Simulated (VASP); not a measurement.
# MnMo7S16 (P-6m2) in VASP: further runs

Runs on MnMo7S16. Level: PBEsol. Tasks: single point.

All numbers are computed with VASP 6.6.1; they aren't measurements. Logs are shortened: lines on timing, memory, paths and dates and some standing lists are left out, and cuts for length are marked.

## Step 1: The cell of the first run

It takes space group P-6m2 (No. 187, hexagonal). The conventional cell has a = 6.338 Å, b = 6.338 Å, c = 12.324 Å, α = 90.00°, β = 90.00°, γ = 120.00°. Within 3.2 Å of Mn (site symmetry -6m2) lie 6 S at 2.42 Å and 6 Mo at 3.17 Å. Mo (site symmetry mm2) has 6 S at 2.39 to 2.40 Å and 4 Mo at 3.14 to 3.20 Å and 2 Mn at 3.17 Å within 3.2 Å. Mo (site symmetry mm2) has 6 S at 2.40 Å and 6 Mo at 3.17 Å within 3.2 Å. Mo (site symmetry -6m2) has 6 S at 2.40 Å and 6 Mo at 3.17 Å within 3.2 Å. S (site symmetry 3m) has 3 Mo at 2.40 Å and 7 S at 3.10 to 3.17 Å within 3.2 Å. S (site symmetry m) has 3 Mo at 2.40 Å and 7 S at 3.10 to 3.17 Å within 3.2 Å. S (site symmetry m) has 2 Mo at 2.39 Å and 1 Mn at 2.42 Å and 7 S at 3.11 to 3.21 Å within 3.3 Å. S (site symmetry 3m) has 3 Mo at 2.40 Å and 7 S at 3.07 to 3.17 Å within 3.2 Å.

## Step 2: Single point, PBEsol, collinear spin

The input, INCAR:

```
PREC     = Accurate       # precision mode
ENCUT    = 520            # plane-wave cutoff, eV
EDIFF    = 1E-6           # SCF threshold, eV
ISMEAR   = 0              # smearing method
SIGMA    = 0.05           # smearing width, eV
LREAL    = Auto         
LASPH    = T              # aspherical terms in the spheres
NELM     = 150            # most SCF steps
ALGO     = Normal         # electronic algorithm
ISIF     = 2              # what is computed and relaxed
LWAVE    = F              # write WAVECAR
LCHARG   = F              # write CHGCAR
ISPIN    = 2              # spin polarisation
MAGMOM   = 1.68 -0.06 -0.06 -0.06 0 0 0 0 0 0 0 0 -0.04 -0.04 -0.04 -0.01 0 0 0 0 -0.04 -0.04 -0.04 -0.01 # initial moments
LORBIT   = 11             # projections on sites
LMAXMIX  = 4              # l up to which the mixer works
GGA      = PS             # functional
NBANDS   = 126            # bands
LUSENCCL = F
```

The input, KPOINTS:

```
Automatic mesh
0
Gamma
  3 3 2
```

The input, POSCAR:

```
MnMo7S16
1.0
    6.3379961000      0.0000000000      0.0000000000
   -3.1689980000      5.4888656000      0.0000000000
    0.0000000000      0.0000000000     12.3240000000
Mn Mo S
1 7 16
Direct
    0.1666666667      0.3333333333      0.2500000000
    0.1697462015      0.8348731008      0.2500000000
    0.6651268992      0.3302537985      0.2500000000
    0.6651268992      0.8348731008      0.2500000000
    0.3333870012      0.1666129988      0.7500000000
    0.3333870012      0.6667740025      0.7500000000
    0.8332259975      0.1666129988      0.7500000000
    0.8333333333      0.6666666667      0.7500000000
    0.1666666667      0.3333333333      0.6244031799
    0.1666596227      0.8333298114      0.6243234383
    0.6666701886      0.3333403773      0.6243234383
    0.6666701886      0.8333298114      0.6243234383
    0.3353504292      0.1646495708      0.1238619008
    0.3353504292      0.6707008585      0.1238619008
    0.8292991415      0.1646495708      0.1238619008
    0.8333333333      0.6666666667      0.1253273794
    0.1666666667      0.3333333333      0.8755968201
    0.1666596227      0.8333298114      0.8756765617
    0.6666701886      0.3333403773      0.8756765617
    0.6666701886      0.8333298114      0.8756765617
    0.3353504292      0.1646495708      0.3761380992
    0.3353504292      0.6707008585      0.3761380992
    0.8292991415      0.1646495708      0.3761380992
    0.8333333333      0.6666666667      0.3746726206
```

Potentials or basis: VASP PAW PBE potentials, release 64 (Mn_pv, Mo_sv, S).

Started as:

```
$ cat potpaw_PBE.64/Mn_pv/POTCAR potpaw_PBE.64/Mo_sv/POTCAR potpaw_PBE.64/S/POTCAR > POTCAR
$ mpirun -np 1 vasp_std > vasp.out
```

OUTCAR:

```text
PREC = Accurate
   ENCUT = 520
   EDIFF = 1E-6
   ISMEAR = 0
   LREAL = Auto
   LASPH = T
   NELM = 150
   ISIF = 2
   ISPIN = 2
   LORBIT = 11
   GGA = PS

 ion  position               nearest neighbor table
   1  0.167  0.333  0.250-  13 2.42  21 2.42  14 2.42  22 2.42  15 2.42  23 2.42   2 3.17   2 3.17
                             4 3.17   4 3.17   3 3.17   3 3.17
   2  0.170  0.835  0.250-  13 2.39  21 2.39  14 2.39  22 2.39  16 2.40  24 2.40   3 3.14   4 3.14
                             1 3.17   1 3.17   3 3.20   4 3.20
   3  0.665  0.330  0.250-  15 2.39  23 2.39  21 2.39  13 2.39  16 2.40  24 2.40   4 3.14   2 3.14
                             1 3.17   1 3.17   4 3.20   2 3.20
   4  0.665  0.835  0.250-  15 2.39  23 2.39  22 2.39  14 2.39  16 2.40  24 2.40   3 3.14   2 3.14
                             1 3.17   1 3.17   3 3.20   2 3.20
   5  0.333  0.167  0.750-  10 2.40  18 2.40  11 2.40  19 2.40   9 2.40  17 2.40   6 3.17   7 3.17
                             8 3.17   8 3.17   6 3.17   7 3.17
   6  0.333  0.667  0.750-  10 2.40  18 2.40  12 2.40  20 2.40   9 2.40  17 2.40   5 3.17   7 3.17
                             8 3.17   8 3.17   5 3.17   7 3.17
   7  0.833  0.167  0.750-  12 2.40  20 2.40  19 2.40  11 2.40   9 2.40  17 2.40   6 3.17   5 3.17
                             8 3.17   8 3.17   6 3.17   5 3.17
   8  0.833  0.667  0.750-  11 2.40  19 2.40  12 2.40  20 2.40  10 2.40  18 2.40   7 3.17   7 3.17
                             5 3.17   5 3.17   6 3.17   6 3.17
   9  0.167  0.333  0.624-   5 2.40   6 2.40   7 2.40
  10  0.167  0.833  0.624-   5 2.40   6 2.40   8 2.40
  11  0.667  0.333  0.624-   7 2.40   5 2.40   8 2.40
  12  0.667  0.833  0.624-   7 2.40   6 2.40   8 2.40
  13  0.335  0.165  0.124-   2 2.39   3 2.39   1 2.42
  14  0.335  0.671  0.124-   2 2.39   4 2.39   1 2.42
[... 8 lines left out ...]
  23  0.829  0.165  0.376-   4 2.39   3 2.39   1 2.42
  24  0.833  0.667  0.375-   3 2.40   4 2.40   2 2.40

  LATTYP: Found a hexagonal cell.
 ALAT       =     6.3379961000
 C/A-ratio  =     1.9444631719

  Lattice vectors:

 A1 = (   6.3379961000,   0.0000000000,   0.0000000000)
 A2 = (  -3.1689980000,   5.4888656000,   0.0000000000)
 A3 = (   0.0000000000,   0.0000000000,  12.3240000000)

Analysis of symmetry for initial positions (statically):
=====================================================================
 Subroutine PRICEL returns:
 Original cell was already a primitive cell.

 Routine SETGRP: Setting up the symmetry group for a
 hexagonal supercell.

 Subroutine GETGRP returns: Found 12 space group operations
 (whereof  2 operations were pure point group operations)
 out of a pool of 24 trial point group operations.

The static configuration has the point symmetry C_1h.
 The point group associated with its full space group is D_3h.

Analysis of symmetry for dynamics (positions and initial velocities):
=====================================================================
 Subroutine PRICEL returns:
 Original cell was already a primitive cell.

 Routine SETGRP: Setting up the symmetry group for a
 hexagonal supercell.

 Subroutine GETGRP returns: Found 12 space group operations
 (whereof  2 operations were pure point group operations)
 out of a pool of 24 trial point group operations.

The dynamic configuration has the point symmetry C_1h.
 The point group associated with its full space group is D_3h.

Analysis of structural, dynamic, and magnetic symmetry:
=====================================================================
 Subroutine PRICEL returns:
 Original cell was already a primitive cell.

 Routine SETGRP: Setting up the symmetry group for a
 hexagonal supercell.

 Subroutine GETGRP returns: Found 12 space group operations
 (whereof  2 operations were pure point group operations)
 out of a pool of 24 trial point group operations.

The overall configuration has the point symmetry C_1h.
 The point group associated with its full space group is D_3h.

 Subroutine INISYM returns: Found 12 space group operations
 (whereof  2 operations are pure point group operations),
 and found     1 'primitive' translations

----------------------------------------------------------------------------------------

                                     Primitive cell

  volume of cell :     428.7323
[... 101 lines left out ...]
   ions per type =               1   7  16
   NGX,Y,Z   is equivalent  to a cutoff of  12.59, 12.59, 12.95 a.u.
   NGXF,Y,Z  is equivalent  to a cutoff of  25.18, 25.18, 25.90 a.u.
 SYSTEM =  unknown system
   PREC   = accura    normal or accurate (medium, high low for compatibility)
   ISTART =      0    job   : 0-new  1-cont  2-samecut
   ICHARG =      2    charge: 1-file 2-atom 10-const
   ISPIN  =      2    spin polarized calculation?
   LNONCOLLINEAR =      F non collinear calculations
   LSORBIT =      F    spin-orbit coupling
   LASPH  =      T    aspherical Exc in radial PAW
   ENCUT  =  520.0 eV  38.22 Ry    6.18 a.u.  11.78 11.78 22.91*2*pi/ulx,y,z
   NELM   =    150;   NELMIN=  2; NELMDL= -5     # of ELM steps
   EDIFF  = 0.1E-05   stopping-criterion for ELM
   LREAL  =      T    real-space projection
   EDIFFG = 0.1E-04   stopping-criterion for IOM
   NSW    =      0    number of steps for IOM
   IBRION =     -1    ionic relax: 0-MD 1-quasi-New 2-CG
   NFREE  =      0    steps in history (QN), initial steepest desc. (CG)
   ISIF   =      2    stress and relaxation
   ISYM   =      2    0-nonsym 1-usesym 2-fastsym
   POTIM  = 0.5000    time-step for ionic-motion
   TEBEG  =    0.0;   TEEND  =   0.0 temperature during run
   PSTRESS=    0.0 pullay stress
   NELECT =     207.0000    total number of electrons
   NUPDOWN=      -1.0000    fix difference up-down
   EMIN   =  10.00;   EMAX   =-10.00  energy-range for DOS
   EFERMI =   0.00;   METHOD = LEGACY
   ISMEAR =     0;   SIGMA  =   0.05  broadening in eV -4-tet -1-fermi 0-gaus
   EFERMI_NEDOS =   21; number of points for ismear=-14 and -15
   IALGO  =     38    algorithm
   IMIX   =      4    mixing-type and parameters
     AMIX     =   0.40;   BMIX     =  1.00
     AMIX_MAG =   1.60;   BMIX_MAG =  1.00
  volume/ion in A,a.u.               =      17.86       120.55
  Fermi-wavevector in a.u.,A,eV,Ry     =   1.284309  2.426992 22.442125  1.649450
  Thomas-Fermi vector in A             =   2.416510
   LORBIT       =     11    0 simple, 1 ext, 2 COOP (PROOUT), +10 PAW based schemes
   GGA     = PS    functional components
   LHFCALC =     F    Hartree Fock is set to
   AEXX    =    0.0000 exact exchange contribution
   IVDW    =     0    specifies the selected vdW correction
   LEPSILON=     F    determine dielectric tensor
   LRPA    =     F    only Hartree local field effects (RPA)
 spin polarized calculation
 Gauss-broadening in eV      SIGMA  =   0.05
  energy-cutoff  :      520.00
  volume of cell :      428.73
 maximum number of plane-waves:     11595
 NGX is ok and might be reduce to    48
   NGX = 23   NGY = 23   NGZ = 45

 number of electron     206.9999973 magnetization       1.0021668

 Free energy of the ion-electron system (eV)
  ---------------------------------------------------
  ext. energy  EPLUGINS =         0.00000000
  ---------------------------------------------------
  free energy    TOTEN  =      -183.14148269 eV

  energy without entropy =     -183.12979814  energy(sigma->0) =     -183.13564042

 E-fermi :   7.5013     XC(G=0): -10.9239

 val. band max:        7.4978650329   @ k =   0.3333   0.3333   0.0000
 cond. band min:       7.5047898782   @ k =   0.3333   0.0000   0.0000
 fundamental gap:      0.0069248453
 Fermi energy:         7.5013321676

 spin component 1

 k-point     1 :       0.0000    0.0000    0.0000
  band No.  band energies     occupation
      1     -54.2297      1.00000
      2     -54.2161      1.00000
      3     -54.1896      1.00000
      4     -54.1890      1.00000
      5     -54.1890      1.00000
      6     -54.1855      1.00000
[... 697 lines left out ...]
    114       8.5939      0.00000
    115       8.8149      0.00000
 Fermi energy:         7.5013321676

 spin component 2

 k-point     1 :       0.0000    0.0000    0.0000
  band No.  band energies     occupation
      1     -54.2577      1.00000
      2     -54.2291      1.00000
      3     -54.2271      1.00000
      4     -54.2271      1.00000
      5     -54.1887      1.00000
      6     -54.1887      1.00000
[... 697 lines left out ...]
    114       8.8430      0.00000
    115       8.8799      0.00000
 [bands above 115 left out]

------------------------ aborting loop because EDIFF is reached ----------------------------------------

  FORCE on cell =-STRESS in cart. coord.  units (eV):
  Direction    XX          YY          ZZ          XY          YZ          ZX
  --------------------------------------------------------------------------------------
  -------------------------------------------------------------------------------------
  Total       -9.2193483     -9.2193482     -5.0138659     -0.0000001      0.0000000     -0.0000000
  in kB      -34.4528021    -34.4528017    -18.7368698     -0.0000003      0.0000000     -0.0000000
  external PRESSURE =     -29.2141579 kB  Pullay stress =       0.0000000 kB

 VOLUME and BASIS-vectors are now :
 -----------------------------------------------------------------------------
  energy-cutoff  :      520.00
  volume of cell :      428.73
      direct lattice vectors                 reciprocal lattice vectors
     6.337996100  0.000000000  0.000000000     0.157778576  0.091093502 -0.000000000
    -3.168998000  5.488865600  0.000000000     0.000000000  0.182187008  0.000000000
     0.000000000  0.000000000 12.324000000     0.000000000 -0.000000000  0.081142486

 POSITION                                       TOTAL-FORCE (eV/Angst)
 -----------------------------------------------------------------------------------
      0.00000      1.82962      3.08100        -0.000000     -0.000000      0.000000
     -1.56986      4.58251      3.08100        -0.229098     -0.132270      0.000000
      3.16900      1.81272      3.08100         0.000000      0.264539      0.000000
      1.56986      4.58251      3.08100         0.229098     -0.132270      0.000000
      1.58501      0.91452      9.24300        -0.014367      0.008295      0.000000
      0.00000      3.65983      9.24300        -0.000000     -0.016589      0.000000
[... 16 lines left out ...]
      4.73432      0.90374      4.63553         0.718355      0.414743     -0.629865
      3.16900      3.65924      4.61747        -0.000000      0.000000     -0.009806
 -----------------------------------------------------------------------------------
    total drift:                                0.000010     -0.000006      0.000000

  FREE ENERGIE OF THE ION-ELECTRON SYSTEM (eV)
  ---------------------------------------------------
  free  energy   TOTEN  =      -183.1414826870 eV

  energy  without entropy=     -183.1297981433  energy(sigma->0) =     -183.13564042

 total charge

# of ion       s       p       d       tot
------------------------------------------
    1        0.265   6.278   5.091  11.634
    2        2.303   6.225   3.966  12.494
    3        2.303   6.225   3.966  12.494
    4        2.303   6.225   3.966  12.494
    5        2.297   6.225   3.977  12.499
    6        2.297   6.225   3.977  12.499
[... 16 lines left out ...]
   23        1.362   2.288   0.000   3.651
   24        1.358   2.320   0.000   3.677
--------------------------------------------------
tot         38.112  86.798  32.898 157.808

 magnetization (x)

# of ion       s       p       d       tot
------------------------------------------
    1        0.009   0.010   1.556   1.575
    2        0.001  -0.003  -0.066  -0.068
    3        0.001  -0.003  -0.066  -0.068
    4        0.001  -0.003  -0.066  -0.068
    5       -0.000  -0.000   0.000   0.000
    6       -0.000  -0.000   0.000   0.000
[... 16 lines left out ...]
   23        0.000  -0.037   0.000  -0.036
   24       -0.000  -0.006   0.000  -0.006
--------------------------------------------------
tot          0.012  -0.235   1.363   1.140
```

Run time: 6 min. Hardware: 1 × NVIDIA H100 80GB with 1 thread of AMD EPYC 7R13 (Zen 3), shared host; peak memory 1.8 GiB.

What came out:

```
Free energy                                           : -183.1415 eV
Pressure                                              : -2.9 GPa
Largest force                                         : 1.042 eV/Å
Band gap on the k mesh                                : zero (filled and empty bands overlap)
Net moment                                            : 1.00 μB per cell
Site moments                                          : Mn +1.57; Mo -0.07, +0.00 (each value once); S -0.00, -0.04, -0.01 (each value once) μB
Valence electrons inside the program's atomic spheres : Mn 11.63; Mo 12.49, 12.50 (each value once); S 3.68, 3.65 (each value once)
```

Forces in eV/Å, atoms in the order of the input:
```
Mn   0.000  0.000  0.000
Mo  -0.229 -0.132  0.000
Mo   0.000  0.265  0.000
Mo   0.229 -0.132  0.000
Mo  -0.014  0.008  0.000
Mo   0.000 -0.017  0.000
Mo   0.014  0.008  0.000
Mo   0.000  0.000  0.000
S    0.000  0.000 -0.013
S    0.006  0.004 -0.021
S    0.000 -0.007 -0.021
S   -0.006  0.004 -0.021
S   -0.718  0.415  0.630
S    0.000 -0.829  0.630
S    0.718  0.415  0.630
S    0.000  0.000  0.010
S    0.000  0.000  0.013
S    0.006  0.004  0.021
S    0.000 -0.007  0.021
S   -0.006  0.004  0.021
S   -0.718  0.415 -0.630
S    0.000 -0.829 -0.630
S    0.718  0.415 -0.630
S    0.000  0.000 -0.010
```

Stress tensor (GPa, compression positive):
```
-3.45  0.00  0.00
 0.00 -3.45  0.00
 0.00  0.00 -1.87
```

Caveat: the k points lie up to 0.38 Å⁻¹ apart; the PAW data sets were made with another functional, which shifts forces and pressure a little; this functional lacks dispersion, which binds layers or chains, so the pressure and a relaxed spacing across them are unreliable; a cell with one magnetic atom can't hold antiferromagnetic order, which such compounds often take; semilocal functionals often make such compounds metallic where correlation or magnetic order opens a gap, which also shifts bond lengths.

## Step 3: Single point, PBEsol, collinear spin, ferromagnetic start

The input, INCAR:

```
PREC = Accurate
ENCUT = 520
EDIFF = 1E-6
ISMEAR = 0
SIGMA = 0.05
LREAL = Auto
LASPH = True
NELM = 150
ALGO = Normal
ISIF = 2
LWAVE = False
LCHARG = False
ISPIN = 2
MAGMOM = 3 0 0 0 0 0 0 0 0 0 0 0 0 0 0 0 0 0 0 0 0 0 0 0
LORBIT = 11
LMAXMIX = 4
GGA = PS
NBANDS = 126
LUSENCCL = False
```

KPOINTS is that of step 2.

POSCAR is that of step 2.

Potentials or basis: VASP PAW PBE potentials, release 64 (Mn_pv, Mo_sv, S).

Started as:

```
$ cat potpaw_PBE.64/Mn_pv/POTCAR potpaw_PBE.64/Mo_sv/POTCAR potpaw_PBE.64/S/POTCAR > POTCAR
$ mpirun -np 1 vasp_std > vasp.out
```

Wall time 7.9 min (1 × NVIDIA H100 80GB with 1 thread of AMD EPYC 7R13 (Zen 3), shared host); peak memory 1.8 GiB.

Results (log left out):

| Item | Value |
| --- | --- |
| Free energy | -183.1415 eV |
| Pressure | -2.9 GPa |
| Largest force | 1.042 eV/Å |
| Band gap on the k mesh | zero (filled and empty bands overlap) |
| Net moment | -1.00 μB per cell |
| Site moments | Mn -1.57; Mo +0.07, -0.00 (each value once); S +0.00, +0.04, +0.01 (each value once) μB |
| Valence electrons inside the program's atomic spheres | Mn 11.63; Mo 12.49, 12.50 (each value once); S 3.68, 3.65 (each value once) |

Forces in eV/Å, atoms in the order of the input:
```
Mn   0.000  0.000  0.000
Mo  -0.229 -0.132  0.000
Mo   0.000  0.265  0.000
Mo   0.229 -0.132  0.000
Mo  -0.014  0.008  0.000
Mo   0.000 -0.017  0.000
Mo   0.014  0.008  0.000
Mo   0.000  0.000  0.000
S    0.000  0.000 -0.013
S    0.006  0.004 -0.021
S    0.000 -0.007 -0.021
S   -0.006  0.004 -0.021
S   -0.719  0.415  0.630
S    0.000 -0.830  0.630
S    0.719  0.415  0.630
S    0.000  0.000  0.010
S    0.000  0.000  0.013
S    0.006  0.004  0.021
S    0.000 -0.007  0.021
S   -0.006  0.004  0.021
S   -0.719  0.415 -0.630
S    0.000 -0.830 -0.630
S    0.719  0.415 -0.630
S    0.000  0.000 -0.010
```

Stress tensor (GPa, compression positive):
```
-3.43  0.00  0.00
 0.00 -3.43  0.00
 0.00  0.00 -1.86
```

Levels at points of the mesh, in eV from the Fermi level:
Spin up:
```tsv
k point	band 99	band 100	band 101	band 102	band 103	band 104	band 105	band 106	band 107	band 108
(0.00, 0.00, 0.00)	-1.58	-1.54	-1.49	-1.25	-0.30	0.69	0.69	1.07	1.23	1.29
(0.00, 0.00, 0.50)	-1.61	-1.61	-1.44	-0.55	-0.54	0.69	0.69	1.10	1.23	1.28
```
Spin down:
```tsv
k point	band 102	band 103	band 104	band 105	band 106	band 107	band 108	band 109
(0.00, 0.00, 0.00)	-1.47	-0.50	-0.21	-0.21	0.66	0.83	0.83	1.27
(0.00, 0.00, 0.50)	-0.87	-0.55	-0.21	-0.21	0.68	0.84	0.84	1.29
```

Caveat: the k points lie up to 0.38 Å⁻¹ apart; the PAW data sets were made with another functional, which shifts forces and pressure a little; this functional lacks dispersion, which binds layers or chains, so the pressure and a relaxed spacing across them are unreliable; a cell with one magnetic atom can't hold antiferromagnetic order, which such compounds often take; semilocal functionals often make such compounds metallic where correlation or magnetic order opens a gap, which also shifts bond lengths.
